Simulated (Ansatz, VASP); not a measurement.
**One calculation of MgS, two programs**

Contents of INCAR:

```
SYSTEM = MgS
  PREC = Accurate
  ENCUT = 600
  EDIFF = 1E-6
  ISMEAR = 0
  SIGMA = 0.5
  LREAL = .False.
  LASPH = .True.
  NELM = 120
  ALGO = Normal
  ISIF = 2
  LWAVE = .False.
  LCHARG = .False.
  GGA = PS
  NBANDS = 11
  GGA_COMPAT = .False.
```

File KPOINTS:

```
regular mesh
0
Gamma
  6 6 6
  0 0 0
```

The input POSCAR:

```
MgS
1.0
    3.2628174072      0.0000000000      0.0000000000
    0.0000000000      3.2628174072      0.0000000000
    0.0000000000      0.0000000000      3.2628174072
Mg S
1 1
Direct
    0.0000000000      0.0000000000      0.0000000000
    0.5000000000      0.5000000000      0.5000000000
```

Input for Ansatz:

```yaml
crystal:
  lattice:
    - [3.2628174072, 0.0, 0.0]
    - [0.0, 3.2628174072, 0.0]
    - [0.0, 0.0, 3.2628174072]
  atoms:
    - { symbol: Mg, position: [0.0, 0.0, 0.0] }
    - { symbol: S, position: [0.5, 0.5, 0.5] }
kpoints:
  mp_grid: { grid: [6, 6, 6] }
hamiltonian:
  xc: pbesol
scf:
  occupations: { method: gaussian, width: 0.5 }
  n_extra_bands: 4
output:
  forces: true
  stress: true
  eigenvalues: true
```

Alike in both runs: task single point; functional PBEsol; k mesh 6 × 6 × 6; occupations gaussian, width 0.5 eV; no spin polarisation.

|  | VASP | Ansatz |
| --- | --- | --- |
| version | VASP 6.6.1 | Ansatz 0.2.0 |
| potentials or method | VASP PAW PBE potentials, release 64 (Mg, S) | plane waves |
| plane-wave cutoff (eV) | 600 | 420 |
| valence electrons in the cell | 8 | 16 |

|  | VASP | Ansatz | Ansatz less VASP |
| --- | --- | --- | --- |
| pressure (GPa) | -1.7 | -1.5 | +0.19 |

VASP's potentials were made for PBE, not for PBEsol. VASP's potentials hold 8 valence electrons a cell and Ansatz's 16, so a difference there can come from the potentials and not from the codes.
